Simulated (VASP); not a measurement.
The system is P.

```
CELL_PARAMETERS angstrom
1.65500 -5.25000 0.00000
1.65500 5.25000 0.00000
0.00000 0.00000 4.38000
ATOMIC_POSITIONS crystal
P 0.09800 0.90200 0.91000
P 0.59800 0.40200 0.59000
P 0.90200 0.09800 0.09000
P 0.40200 0.59800 0.41000
```

| Item | Value |
| --- | --- |
| Program | VASP 6.6.1 |
| Task | relaxation of cell and atoms |
| Functional | PBEsol |
| Dispersion | D3(BJ) |
| Potentials or basis | VASP PAW PBE potentials, release 64 (P) |
| Cutoff | 600 eV |
| k mesh | 6 × 6 × 4 |
| Occupations | gaussian, width 0.1 eV |
| Spin | no spin polarisation |

At the start: pressure 0.7 GPa; volume 19.03 Å³/atom.

Question: Where does the relaxation end?

Answer: Over 22 steps the energy falls by 80.9 meV/atom and the volume is 15.44 Å³/atom (-18.9 %); space group Cmce (No. 64, to 0.1 Å) before and after.

The path:
```tsv
step	energy change (eV)	largest force (eV/Å)	pressure (GPa)	volume (Å³)
1	0.0000	0.9248	0.70	76.11
2	-0.0828	0.1953	-3.13	77.03
3	-0.0834	0.2065	-2.85	76.96
4	-0.1389	0.1533	-1.26	73.68
5	-0.1477	0.1142	-0.20	71.78
6	-0.2013	0.2027	0.56	69.31
7	-0.2521	0.3556	3.05	64.56
8	-0.2878	0.1456	-0.24	64.78
9	-0.2878	0.1555	-0.31	64.79
10	-0.2954	0.1137	-0.23	64.61
11	-0.2989	0.1306	-0.18	64.44
12	-0.3025	0.2366	-0.20	64.08
13	-0.3085	0.1604	-0.27	63.74
14	-0.3093	0.1537	-0.27	63.59
15	-0.3168	0.0743	-0.35	63.13
16	-0.3202	0.0433	-0.52	62.68
17	-0.3195	0.1665	-0.69	61.75
18	-0.3218	0.0629	-0.63	62.40
19	-0.3223	0.1086	-0.69	62.08
20	-0.3224	0.0885	-0.68	62.20
21	-0.3219	0.0551	0.97	61.24
22	-0.3236	0.0227	0.06	61.76
```

Final structure:
```cif
data_structure
_symmetry_space_group_name_H-M 'P 1'
_symmetry_Int_Tables_number 1
_cell_length_a 5.1959
_cell_length_b 5.1959
_cell_length_c 3.6633
_cell_angle_alpha 90.000
_cell_angle_beta 90.000
_cell_angle_gamma 141.360
_cell_volume 61.76
loop_
_atom_site_label
_atom_site_type_symbol
_atom_site_fract_x
_atom_site_fract_y
_atom_site_fract_z
_atom_site_occupancy
P1 P 0.11217 0.88783 0.94784 1
P2 P 0.61217 0.38783 0.55216 1
P3 P 0.88783 0.11217 0.05216 1
P4 P 0.38783 0.61217 0.44784 1
```

Caveat: the volume moved by over 15 % at a fixed basis, so the end points are rough; the PAW data sets were made with another functional, which shifts forces and pressure a little; the relaxation stopped at a loose force limit of 0.05 eV/Å, so its end isn't a converged minimum.
